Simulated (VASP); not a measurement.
Here is a VASP 6.6.1 calculation.

File INCAR:

```
ALGO = Normal ; EDIFF = 1E-6
ENCUT = 600 ; GGA = CA
GGA_COMPAT = False ; ISIF = 2
ISMEAR = 0 ; LASPH = True
LCHARG = False ; LREAL = False
LWAVE = False ; NBANDS = 16
NELM = 120 ; PREC = Accurate
SIGMA = 0.1
```

Contents of KPOINTS:

```
k-points
0
Gamma
  6 6 6
```

Contents of POSCAR:

```
Si2Ni
1.0
    0.0000000000      2.6950000000      2.6950000000
    2.6950000000      0.0000000000      2.6950000000
    2.6950000000      2.6950000000      0.0000000000
Ni Si
1 2
Direct
    0.0000000000      0.0000000000      0.0000000000
    0.2500000000      0.2500000000      0.2500000000
    0.7500000000      0.7500000000      0.7500000000
```

Potentials or basis: VASP PAW LDA potentials, release 64 (Ni, Si).

Launch:

```console
$ cat potpaw_LDA.64/Ni/POTCAR potpaw_LDA.64/Si/POTCAR > POTCAR
$ mpirun -np 1 vasp_std > vasp.out
```

(1) Predict the pressure.

(2) Estimate the band gap on the k mesh.

## Answers

(1) -2.8 GPa.

(2) zero (bands 9 and 10 overlap by 2.16 eV).
